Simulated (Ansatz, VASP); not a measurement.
**Ge: VASP beside Ansatz**

INCAR

```
SYSTEM = Ge
ALGO     = Normal         ! electronic algorithm
EDIFF    = 1E-6           ! SCF threshold, eV
ENCUT    = 520            ! plane-wave cutoff, eV
GGA      = PE             ! functional
ISIF     = 2              ! what is computed and relaxed
ISMEAR   = -1             ! smearing method
LASPH    = .TRUE.         ! aspherical terms in the spheres
LCHARG   = .TRUE.         ! write CHGCAR
LELF     = .TRUE.         ! ELF
LREAL    = .FALSE.        ! projectors in reciprocal space
LVHAR    = .TRUE.       
LWAVE    = .FALSE.        ! write WAVECAR
NBANDS   = 13             ! bands
NELM     = 60             ! most SCF steps
PREC     = Accurate       ! precision mode
SIGMA    = 0.05           ! smearing width, eV
```

File KPOINTS:

```
k-points
0
G
  11 11 10
  0 0 0
```

File POSCAR:

```
Ge
1.0
    1.3782662934     -2.5653695835      0.0000000000
    1.3782662934      2.5653695835      0.0000000000
    0.0000000000      0.0000000000      2.6617639486
Ge
1
Direct
    0.5000000000      0.5000000000      0.0000000000
```

Contents of input.yaml:

```yaml
crystal:
  lattice:
    - [1.3782662934, -2.5653695835, 0.0]
    - [1.3782662934, 2.5653695835, 0.0]
    - [0.0, 0.0, 2.6617639486]
  atoms:
    - { symbol: Ge, position: [0.5, 0.5, 0.0] }
hamiltonian:
  xc: pbe
  pseudopotentials: { kind: paw, azcp: { folder: soft_1 } }
kpoints:
  mp_grid: { grid: [11, 11, 10] }
scf:
  occupations: { method: fermi_dirac, width: 0.05 }
output:
  forces: true
  stress: true
  eigenvalues: true
```

Alike in both runs: task single point; functional PBE; k mesh 11 × 11 × 10; occupations fermi-dirac, width 0.05 eV; no spin polarisation.

```csv
,VASP,Ansatz
version,VASP 6.6.1,Ansatz 0.2.0
potentials or method,"VASP PAW PBE potentials, release 64 (Ge_d)",Ansatz PAW soft_1
plane-wave cutoff (eV),520,420
valence electrons in the cell,14,14
```

```tsv
	VASP	Ansatz	Ansatz less VASP
gap on the k mesh at the Fermi level (eV)	none	none	-
pressure (GPa)	2.0	2.3	+0.23
traceless stress, the component that is largest in VASP (GPa)	-2.03	-2.04	-0.017
```

A gap of «none» marks a metal or a gap that the smearing closes. The functional is the same, so the differences come from potentials, cutoffs and numerics.
